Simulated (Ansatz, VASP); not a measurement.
## SbS in VASP and in Ansatz

```xyz
4
Lattice="2.0658 -6.3580 0.0000 2.0658 6.3580 0.0000 0.0000 0.0000 3.6526" Properties=species:S:1:pos:R:3 pbc="T T T"
Sb    2.0658    1.4787    0.9132
Sb    2.0658   -1.4787    2.7395
S     2.0658    4.4322    0.9132
S     2.0658   -4.4322    2.7395
```

Alike in both runs: task relaxation of cell and atoms; functional PBE; k mesh 4 × 4 × 6; occupations gaussian, width 0.1 eV; no spin polarisation.

```csv
,VASP,Ansatz
version,VASP 6.6.1,Ansatz 0.2.0
potentials or method,"VASP PAW PBE potentials, release 64 (Sb, S), cutoff 600 eV","scalar-relativistic, plane waves, PAW"
valence electrons in the cell,22,42
```

|  | VASP | Ansatz | Ansatz less VASP |
| --- | --- | --- | --- |
| gap on the k mesh at the Fermi level, each at its own relaxed structure (eV) | none | none | - |
| relaxed volume (Å³/atom) | 23.86 | 23.86 | -0.001 |
| relaxed cell length with the largest relative difference (Å) | 6.741 | 6.709 | -0.0322 |

A gap of «none» marks a metal or a gap that the smearing closes. VASP's potentials hold 22 valence electrons a cell and Ansatz's 42, so a difference there can come from the potentials and not from the codes.

The k mesh is coarse, so the values compare programs but aren't converged. Spin-orbit coupling is off throughout.
